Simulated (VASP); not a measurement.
Here is a VASP 6.6.1 calculation.

Contents of INCAR:

```
ALGO = Normal
DIPOL = 0.5 0.5 0.501
EDIFF = 1E-6
ENCUT = 520
GGA = PE
IDIPOL = 3
ISIF = 2
ISMEAR = 0
LASPH = T
LCHARG = F
LDIPOL = T
LREAL = F
LWAVE = F
NBANDS = 54
NELM = 60
PREC = Accurate
SIGMA = 0.1
```

Contents of KPOINTS:

```
k-points
0
Gamma
  12 12 1
```

POSCAR

```
Rh
1.0
    2.6891977997      0.0000000000      0.0000000000
   -1.3445988998      2.3289136103      0.0000000000
    0.0000000000      0.0000000000     28.9786038365
Rh
6
Direct
    0.6666666667      0.3333333333      0.3105739687
    0.3333333333      0.6666666667      0.3863443792
    0.0000000000      0.0000000000      0.4621147897
    0.6666666667      0.3333333333      0.5391876604
    0.3333333333      0.6666666667      0.6152766423
    0.0000000000      0.0000000000      0.6904454631
```

Potentials or basis: VASP PAW PBE potentials, release 64 (Rh_pv).

The run is started by

```bash
$ cat potpaw_PBE.64/Rh_pv/POTCAR > POTCAR
$ mpirun -np 1 vasp_std > vasp.out
```

(1) Estimate the largest force.

(2) What does it give for the band gap on the k mesh?

## Answers

(1) 0.177 eV/Å.

(2) zero (bands 45 and 46 overlap by 1.72 eV).
